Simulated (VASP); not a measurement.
Input of a VASP 6.6.1 run:

INCAR

```
ALGO     = Normal         # electronic algorithm
EDIFF    = 1E-6           # SCF threshold, eV
ENCUT    = 520            # plane-wave cutoff, eV
GGA      = PE             # functional
ISIF     = 2              # what is computed and relaxed
ISMEAR   = 0              # smearing method
LASPH    = True           # aspherical terms in the spheres
LCHARG   = True           # write CHGCAR
LELF     = True           # ELF
LREAL    = False          # projectors in reciprocal space
LVHAR    = True         
LWAVE    = False          # write WAVECAR
NBANDS   = 11             # bands
NELM     = 60             # most SCF steps
PREC     = Accurate       # precision mode
SIGMA    = 0.05           # smearing width, eV
```

Contents of KPOINTS:

```
k-points
0
Gamma
  10 10 10
```

The input POSCAR:

```
BAs
1.0
    0.0000000000      2.5967640545      2.3082347151
    2.5967640545      0.0000000000      2.3082347151
    2.5967640545      2.5967640545      0.0000000000
B As
1 1
Direct
    0.0000000000      0.0000000000      0.0000000000
    0.7500000000      0.7500000000      0.7500000000
```

Potentials or basis: VASP PAW PBE potentials, release 64 (B, As).

Run with:

```console
$ cat potpaw_PBE.64/B/POTCAR potpaw_PBE.64/As/POTCAR > POTCAR
$ mpirun -np 1 vasp_std > vasp.out
```

Question: Predict the band gap on the k mesh.

Answer: Zero (band 4 reaches 5.36 eV, above the bottom of band 5 at 5.16 eV).

Question: Estimate the pressure.

Answer: -11.4 GPa.

Stress tensor (GPa, compression positive):
```
-17.25   0.00   0.00
  0.00 -17.25   0.00
  0.00   0.00   0.38
```

Caveat: the cell differs from its parent crystal (strain +0.080 along x and y, -0.040 along z).
